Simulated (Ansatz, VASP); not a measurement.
# One calculation of Te2Mo, two programs

File INCAR:

```
ALGO = Normal
EDIFF = 1E-6
ENCUT = 520
GGA = PE
ISIF = 2
ISMEAR = -1
LASPH = True
LCHARG = False
LDAU = True
LDAUJ = 0 0
LDAUL = -1 2
LDAUPRINT = 1
LDAUTYPE = 2
LDAUU = 0 6.2
LMAXMIX = 4
LREAL = False
LWAVE = False
NBANDS = 35
NELM = 150
PREC = Accurate
SIGMA = 0.05
```

KPOINTS

```
k-points
0
Gamma
  9 9 2
```

POSCAR

```
Te2Mo
1.0
    3.5182000000      0.0000000000      0.0000000000
   -1.7591000000      3.0468505756      0.0000000000
    0.0000000000      0.0000000000     13.9736000000
Te Mo
4 2
Direct
    0.6666666667      0.3333333333      0.3790000000
    0.3333333333      0.6666666667      0.8790000000
    0.6666666667      0.3333333333      0.1210000000
    0.3333333333      0.6666666667      0.6210000000
    0.6666666667      0.3333333333      0.7500000000
    0.3333333333      0.6666666667      0.2500000000
```

File input.yaml:

```yaml
crystal:
  lattice:
    - [3.5182, 0.0, 0.0]
    - [-1.7591, 3.0468505756, 0.0]
    - [0.0, 0.0, 13.9736]
  atoms:
    - { symbol: Te, position: [0.6666666667, 0.3333333333, 0.379] }
    - { symbol: Te, position: [0.3333333333, 0.6666666667, 0.879] }
    - { symbol: Te, position: [0.6666666667, 0.3333333333, 0.121] }
    - { symbol: Te, position: [0.3333333333, 0.6666666667, 0.621] }
    - { symbol: Mo, position: [0.6666666667, 0.3333333333, 0.75] }
    - { symbol: Mo, position: [0.3333333333, 0.6666666667, 0.25] }
hamiltonian:
  xc: pbe
  pseudopotentials: { kind: paw }
  hubbard: { sites: [{ species: Mo, l: d, u_eff: 6.2 }] }
kpoints:
  mp_grid: { grid: [9, 9, 2] }
  band_path:
    path:
      - [[0.0, 0.0, 0.0], [0.5, 0.0, 0.0], [0.3333333333, 0.3333333333, 0.0], [0.0, 0.0, 0.0], [0.0, 0.0, 0.5], [0.5, 0.0, 0.5], [0.3333333333, 0.3333333333, 0.5], [0.0, 0.0, 0.5]]
      - [[0.5, 0.0, 0.5], [0.5, 0.0, 0.0]]
      - [[0.3333333333, 0.3333333333, 0.0], [0.3333333333, 0.3333333333, 0.5]]
    npoints: 14
scf:
  occupations: { method: fermi_dirac, width: 0.05 }
  n_extra_bands: 15
output:
  forces: true
  stress: true
  eigenvalues: true
  fatbands: true
  write_density: true
  write_potential: true
  elf: true
  volumetric_format: npy
```

Alike in both runs: functional PBE; k mesh 9 × 9 × 2; occupations fermi-dirac, width 0.05 eV; no spin polarisation; Hubbard terms Mo d U = 6.2 eV.

```csv
,VASP,Ansatz
version,VASP 6.6.1,Ansatz 0.2.0
potentials or method,"VASP PAW PBE potentials, release 64 (Te, Mo_sv)",Ansatz PAW
plane-wave cutoff (eV),520,420
valence electrons in the cell,52,92
task,single point,band structure
```

```csv
,VASP,Ansatz,Ansatz less VASP
gap on the k mesh at the Fermi level (eV),0.76,0.64,-0.118
least direct gap on the mesh (eV),1.04,0.70,-0.342
pressure (GPa),5.1,2.3,-2.83
"traceless stress, the component that is largest in VASP (GPa)",1.01,-0.06,-1.074
rms of the force components (eV/Å),0.247,0.024,-0.2231
```

The programs project onto different local orbitals, so the same U acts differently, and such runs can settle in different states. Atom by atom the forces differ by 0.223 eV/Å (rms over components). VASP's potentials hold 52 valence electrons a cell and Ansatz's 92, so a difference there can come from the potentials and not from the codes.

Spin-orbit coupling is off throughout.
